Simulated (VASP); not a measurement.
A run of VASP 6.6.1 is set up as follows.

File INCAR:

```
PREC = Accurate
ENCUT = 520
EDIFF = 1E-6
ISMEAR = 0
SIGMA = 0.02
LREAL = Auto
LASPH = T
NELM = 120
ALGO = Normal
ISIF = 2
LWAVE = F
LCHARG = T
GGA = PE
IVDW = 12
LELF = T
LVHAR = T
NELECT = 188.0
NBANDS = 116
GGA_COMPAT = F
```

Contents of KPOINTS:

```
Automatic mesh
0
Gamma
  2 2 2
```

POSCAR

```
Si12O23
1.0
   -2.4986000000      4.3277020000      5.4571000000
    4.9972000000      0.0000000000      5.4571000000
    4.9972000000      8.6554040000      0.0000000000
Si O
12 23
Direct
    0.7606793465      0.2369864467      0.1105604627
    0.1580097593      0.1838652293      0.1750848197
    0.5674803378      0.0905961131      0.9527278227
    0.7530405371      0.2251273543      0.6190349938
    0.1706004534      0.1540111535      0.6774549260
    0.5771963228      0.0774909653      0.4452787322
    0.2553629665      0.7477088115      0.3738052180
    0.6856589345      0.6407572939      0.4199898073
   -0.0085288764      0.6169674244      0.2425838742
    0.2916565348      0.7076531718      0.8971481205
    0.6869792859      0.6719589781      0.9292744014
    0.1099593340      0.5864107160      0.7149183066
    0.9863493065      0.1547395502      0.1220337183
    0.3486327551      0.1981094706      0.0326931393
    0.2210092733      0.9875280451      0.3026764234
    0.0800787272      0.3783994022      0.2351219113
    0.7262890601      0.1717505580     -0.0170153372
    0.9801036852      0.1528980923      0.6283746341
    0.3530519216      0.1725964998      0.5260606545
    0.1239903562      0.7157091179      0.5444756464
    0.2270441295      0.9602577342      0.8013036326
    0.1143939006      0.3575281826      0.7289015380
    0.7352376105      0.1334778244      0.4974226186
    0.4897053932      0.6523070310      0.3660738413
    0.8985920050      0.7910994062      0.1269925220
    0.6057083412      0.1725839752      0.2688758145
    0.6803089521      0.4614659833      0.5741493508
    0.6227322755      0.8411076761      0.4801634084
    0.1738807056      0.6443344636      0.2946022072
    0.5476766398      0.6747847408      0.8350065128
    0.9007841544      0.6871315884      0.8130121498
    0.6014764282      0.1481691711      0.7752411394
    0.7133082984      0.4760343928      0.0654302503
    0.5906715951      0.8549191032      1.0077447981
    0.2842628292      0.5996194526      0.7687374483
```

Potentials or basis: VASP PAW PBE potentials, release 64 (Si, O).

Run with:

```sh
$ cat potpaw_PBE.64/Si/POTCAR potpaw_PBE.64/O/POTCAR > POTCAR
$ mpirun -np 1 vasp_std > vasp.out
```

Task: What does it give for the dispersion energy per atom?

Result: -0.137 eV.

Task: Estimate the largest force.

Result: 0.180 eV/Å.

Forces on the atoms (eV/Å):
```
Si  -0.007 -0.002 -0.009
Si  -0.013  0.009  0.002
Si   0.017 -0.022  0.011
Si  -0.021  0.012 -0.012
Si   0.016 -0.029  0.006
Si   0.008 -0.009 -0.002
Si   0.004  0.006  0.019
Si  -0.014  0.000  0.028
Si  -0.049  0.157 -0.075
Si   0.002 -0.011  0.000
Si   0.008  0.045  0.035
Si   0.006 -0.028 -0.024
O    0.011  0.012  0.004
O    0.007  0.016 -0.010
O   -0.010 -0.007 -0.007
O    0.050 -0.004  0.017
O    0.009  0.007 -0.018
O    0.015  0.011  0.012
O    0.013  0.017 -0.013
O   -0.018  0.004 -0.011
O   -0.030  0.053 -0.037
O    0.001 -0.004  0.014
O    0.007  0.005 -0.004
O    0.000  0.006  0.005
O    0.035 -0.158  0.050
O   -0.002  0.007  0.014
O   -0.010 -0.013  0.018
O   -0.021 -0.023  0.001
O    0.001 -0.042 -0.040
O   -0.005 -0.039 -0.017
O   -0.006  0.008 -0.005
O    0.009  0.008  0.011
O   -0.006 -0.015  0.006
O   -0.013 -0.003 -0.006
O    0.006  0.026  0.036
```

Caveat: the k points lie up to 0.46 Å⁻¹ apart; the cell carries a net charge on a neutralising background, which shifts energy and pressure.
